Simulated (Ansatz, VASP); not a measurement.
Si7N in VASP and in Ansatz

```
Si N
1.0
     0.00000    0.00000    5.92843
     7.33415    0.00000    0.00000
    -3.66708    6.35156    0.00000
Si N
14 2
Direct
  0.82186 0.33333 0.66667
  0.00261 0.65542 0.82771
  0.00261 0.17229 0.82771
  0.00261 0.17229 0.34458
  0.89941 0.37291 0.18645
  0.89941 0.81355 0.62709
  0.89941 0.81355 0.18645
  0.32186 0.66667 0.33333
  0.50261 0.82771 0.65542
  0.50261 0.34458 0.17229
  0.50261 0.82771 0.17229
  0.39941 0.18645 0.37291
  0.39941 0.18645 0.81355
  0.39941 0.62709 0.81355
  0.50210 0.33333 0.66667
  0.00210 0.66667 0.33333
```

Alike in both runs: task single point; functional PBE; k mesh 4 × 3 × 3; occupations gaussian, width 0.2 eV; no spin polarisation.

|  | VASP | Ansatz |
| --- | --- | --- |
| version | VASP 6.6.1 | Ansatz 0.2.0 |
| potentials or method | VASP PAW PBE potentials, release 64 (Si, N), cutoff 520 eV | scalar-relativistic, plane waves, PAW |
| valence electrons in the cell | 66 | 66 |

|  | VASP | Ansatz | Ansatz less VASP |
| --- | --- | --- | --- |
| gap on the k mesh at the Fermi level (eV) | none | none | - |
| pressure (GPa) | -0.1 | 0.0 | +0.09 |
| traceless stress, the component that is largest in VASP (GPa) | -0.15 | -0.13 | +0.015 |
| rms of the force components (eV/Å) | 0.013 | 0.011 | -0.0023 |

Atom by atom the forces differ by 0.004 eV/Å (rms over components). A gap of «none» marks a metal or a gap that the smearing closes.
